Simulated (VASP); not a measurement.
Set up this calculation in VASP 6.6.1, as the native input.

```
Task                   : single point
Functional             : r2SCAN
Potentials or basis    : VASP PAW PBE potentials, release 64 (Cu, Au)
Cutoff                 : 520 eV
k mesh                 : 9 × 9 × 9
Occupations            : fermi-dirac, width 0.05 eV
Spin                   : no spin polarisation
Dipole correction      : no
Further INCAR settings : ALGO = Normal; EDIFF = 1e-06; NBANDS = 30
```

CuAu3:

```
Cu Au
1.0
     4.00959    0.00000    0.00000
     0.00000    4.00959    0.00000
     0.00000    0.00000    4.00959
Cu Au
1 3
Direct
  0.00000 0.00000 0.00000
  0.00000 0.50000 0.50000
  0.50000 0.00000 0.50000
  0.50000 0.50000 0.00000
```

These files were run (other wordings do the same):

POSCAR

```
CuAu3
1.0
    4.0095925372      0.0000000000      0.0000000000
    0.0000000000      4.0095925372      0.0000000000
    0.0000000000      0.0000000000      4.0095925372
Cu Au
1 3
Direct
    0.0000000000      0.0000000000      0.0000000000
    0.0000000000      0.5000000000      0.5000000000
    0.5000000000      0.0000000000      0.5000000000
    0.5000000000      0.5000000000      0.0000000000
```

INCAR.step1

```
SYSTEM = CuAu3
  PREC = Accurate
  ENCUT = 520
  ISMEAR = -1
  SIGMA = 0.05
  LREAL = .False.
  LASPH = .True.
  NELM = 60
  NBANDS = 30
  GGA = PE
  ALGO = Normal
  EDIFF = 1E-4
  LWAVE = .True.
  LCHARG = .False.
```

INCAR.step2

```
SYSTEM = CuAu3
  PREC = Accurate
  ENCUT = 520
  EDIFF = 1E-6
  ISMEAR = -1
  SIGMA = 0.05
  LREAL = .False.
  LASPH = .True.
  NELM = 60
  ALGO = Normal
  ISIF = 2
  LWAVE = .False.
  LCHARG = .False.
  METAGGA = R2SCAN
  LMIXTAU = .True.
  NBANDS = 30
  ISTART = 1
```

KPOINTS

```
regular mesh
0
Gamma
  9 9 9
  0 0 0
```

Potentials or basis: VASP PAW PBE potentials, release 64 (Cu, Au).

Launch:

```bash
$ cat potpaw_PBE.64/Cu/POTCAR potpaw_PBE.64/Au/POTCAR > POTCAR
$ cp INCAR.step1 INCAR
$ mpirun -np 1 vasp_std > vasp.out
$ cp INCAR.step2 INCAR
$ mpirun -np 1 vasp_std > vasp.out
```

It gave:

```json
{
 "Pressure": "0.4 GPa",
 "Band gap on the k mesh": "zero (band 22 reaches 9.94 eV, above the bottom of band 23 at 8.33 eV)"
}
```

Caveat: the PAW data sets were made with another functional, which shifts forces and pressure a little; spin-orbit coupling is left out, which moves the levels of the heavy elements.

Run time: 2.8 min on 1 thread of Intel(R) Xeon(R) Platinum 8488C (Sapphire Rapids) (shared host), peak memory 0.21 GiB.
